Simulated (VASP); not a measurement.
Runs of VASP 6.6.1 on MgO. The structure is that of space group R-3m (No. 166), or close to it. The cells are those of the table. 

```tsv
cell	gap on the mesh (eV)	pressure (GPa)
a = 2.951 Å, angles 63.2°, 2 atoms	4.84	-6.5
a = 3.232 Å, angles 52.2°, 2 atoms	3.88	(b)
a = 3.102 Å, angles 56.6°, 2 atoms	4.91	-6.6
a = 3.468 Å, angles 45.7°, 2 atoms	(c)	(a)
a = 2.769 Å, angles 75.3°, 2 atoms	3.50	-6.7
```

Alike in all rows: task single point; level r2SCAN; potentials or basis VASP PAW PBE potentials, release 64 (Mg_sv, O); no spin polarisation; k mesh 10 × 10 × 10; cutoff (eV) 920; smearing gaussian 0.05 eV.

**Question.** Fill in the values left out.

**Answer.** (a) -2.1; (b) -5.7; (c) 0.98.

Caveats: the PAW data sets were made with another functional, which shifts forces and pressure a little; the cell stands under tension (at least some runs).

